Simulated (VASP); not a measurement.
# La: single point with revPBE

Crystal: La.

```
CELL_PARAMETERS angstrom
3.98646 0.00000 0.00000
-1.99323 3.45238 0.00000
0.00000 0.00000 6.39829
ATOMIC_POSITIONS crystal
La 0.33333 0.66667 0.25000
La 0.66667 0.33333 0.75000
```

```yaml
Program: VASP 6.6.1
Task: single point
Functional: revPBE
Potentials_or_basis: VASP PAW PBE potentials, release 64 (La)
Cutoff: 520 eV
k_mesh: 11 × 11 × 6
Occupations: fermi-dirac, width 0.1 eV
Spin: no spin polarisation
Dipole_correction: no
Further_INCAR_settings: ALGO = Normal; EDIFF = 1e-06; NBANDS = 18
```

```
Pressure               : -2.4 GPa
Band gap on the k mesh : zero (bands 11 and 12 overlap by 1.24 eV)
```

Stress tensor (GPa, compression positive):
```
-2.26  0.00  0.00
 0.00 -2.26  0.00
 0.00  0.00 -2.52
```

Levels at points of the mesh, in eV from the Fermi level:
```csv
k point,band 9,band 10,band 11,band 12,band 13,band 14
"(0.00, 0.00, 0.00)",-3.19,-1.54,1.03,1.21,1.21,1.30
"(0.00, 0.00, 0.50)",-1.99,-1.99,0.51,0.51,1.26,1.26
```

It took 73 s on 1 thread of Intel(R) Xeon(R) 6975P-C (Granite Rapids) (shared host), peak memory 0.26 GiB.

Caveat: the PAW data sets were made with another functional, which shifts forces and pressure a little; spin-orbit coupling is left out, which moves the levels of the heavy elements.
